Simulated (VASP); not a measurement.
Here is a VASP 6.6.1 calculation.

The input INCAR:

```
ALGO     = Normal         # electronic algorithm
EDIFF    = 1E-6           # SCF threshold, eV
EDIFFG   = -0.001         # ionic threshold
ENCUT    = 600            # plane-wave cutoff, eV
GGA      = PE             # functional
IBRION   = 2              # ionic algorithm
ISIF     = 3              # what is computed and relaxed
ISMEAR   = 0              # smearing method
LASPH    = T              # aspherical terms in the spheres
LCHARG   = F              # write CHGCAR
LREAL    = F              # projectors in reciprocal space
LWAVE    = F              # write WAVECAR
NELM     = 80             # most SCF steps
NSW      = 80             # ionic steps
PREC     = Accurate       # precision mode
SIGMA    = 0.1            # smearing width, eV
```

KPOINTS

```
k-points
0
Gamma
  10 10 4
```

Contents of POSCAR:

```
Si5PdW2
1.0
    3.2458348939      0.0000000000      0.0000000000
    0.0000000000      3.2458348939      0.0000000000
    0.0000000000      0.0000000000     10.6918958545
Si Pd W
5 1 2
Direct
    0.5000000000      0.5000000000      0.8775843541
    0.0000000000      0.0000000000      0.7495090021
    0.5000000000      0.5000000000      0.1224156459
    0.0000000000      0.0000000000      0.2504909979
    0.0000000000      0.0000000000      0.5000000000
    0.0000000000      0.0000000000      0.0000000000
    0.5000000000      0.5000000000      0.6417998570
    0.5000000000      0.5000000000      0.3582001430
```

Potentials or basis: VASP PAW PBE potentials, release 64 (Si, Pd, W_sv).

Command:

```console
$ cat potpaw_PBE.64/Si/POTCAR potpaw_PBE.64/Pd/POTCAR potpaw_PBE.64/W_sv/POTCAR > POTCAR
$ mpirun -np 1 vasp_std > vasp.out
```

Problem. Estimate the relaxed cell.

Solution. a = 3.246 Å, b = 3.246 Å, c = 10.691 Å, α = 90.00°, β = 90.00°, γ = 90.00°.

Problem. What does it give for the space group after relaxing (to 0.1 Å)?

Solution. P4/mmm (No. 123).

Final structure:
```xyz
8
Lattice="3.2464 0.0000 0.0000 0.0000 3.2464 0.0000 0.0000 0.0000 10.6912" Properties=species:S:1:pos:R:3 pbc="T T T"
Si    1.6232    1.6232    9.3837
Si    0.0000    0.0000    8.0148
Si    1.6232    1.6232    1.3075
Si    0.0000    0.0000    2.6764
Si    0.0000    0.0000    5.3456
Pd    0.0000    0.0000    0.0000
W     1.6232    1.6232    6.8623
W     1.6232    1.6232    3.8290
```
